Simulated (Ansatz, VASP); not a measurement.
# One calculation of BaLiF3, two programs

```
Ba Li F
1.0
     3.98858    0.00000    0.00000
     0.00000    3.98858    0.00000
     0.00000    0.00000    3.98858
Ba Li F
1 1 3
Direct
  0.00000 0.00000 0.00000
  0.50000 0.50000 0.50000
  0.00000 0.50000 0.50000
  0.50000 0.50000 0.00000
  0.50000 0.00000 0.50000
```

Alike in both runs: task single point; functional LDA; k mesh 5 × 5 × 5; no spin polarisation.

|  | VASP | Ansatz |
| --- | --- | --- |
| version | VASP 6.6.1 | Ansatz 0.2.0 |
| potentials or method | VASP PAW LDA potentials, release 64 (Ba_sv, Li_sv, F), cutoff 520 eV | plane waves, PAW |
| occupations | gaussian, width 0.01 eV | fixed |
| valence electrons in the cell | 34 | 34 |

VASP gave:

```
gap on the k mesh at the Fermi level (eV) : 6.47
```

Task: Estimate Ansatz's values.

Result: gap on the k mesh at the Fermi level (eV): 6.57.

LDA's correlation is that of Perdew and Zunger in VASP and of Perdew and Wang (1992) in Ansatz.

Spin-orbit coupling is off throughout. Noted on VASP's run: the cutoff is short for stress, so the pressure is rough.
